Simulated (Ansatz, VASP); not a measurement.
## One calculation of Li3H2, two programs

```
Li H
1.0
     4.51103   -2.10519    0.00000
     4.51103    2.10519    0.00000
    -0.84199    0.00000    2.67260
Li H
3 2
Direct
  0.68410 0.68410 0.18506
  0.31590 0.31590 0.81494
  0.00000 0.00000 0.50000
  0.83349 0.83349 0.83007
  0.16651 0.16651 0.16993
```

Alike in both runs: task relaxation of cell and atoms; functional PBE; k mesh 10 × 10 × 14; occupations gaussian, width 0.1 eV; no spin polarisation.

|  | VASP | Ansatz |
| --- | --- | --- |
| version | VASP 6.6.1 | Ansatz 0.2.0 |
| potentials or method | VASP PAW PBE potentials, release 64 (Li_sv, H), cutoff 600 eV | scalar-relativistic, plane waves, PAW |
| valence electrons in the cell | 11 | 11 |

```tsv
	VASP	Ansatz	Ansatz less VASP
gap on the k mesh at the Fermi level, each at its own relaxed structure (eV)	none	none	-
relaxed volume (Å³/atom)	10.11	10.19	+0.086
relaxed length of the cell vector where the two differ most in proportion (Å)	2.789	2.797	+0.0081
```

A gap of «none» marks a metal or a gap that the smearing closes.

Noted on VASP's run: the cutoff is under 1.25 times that of the potentials, so the pressure is a little rough.
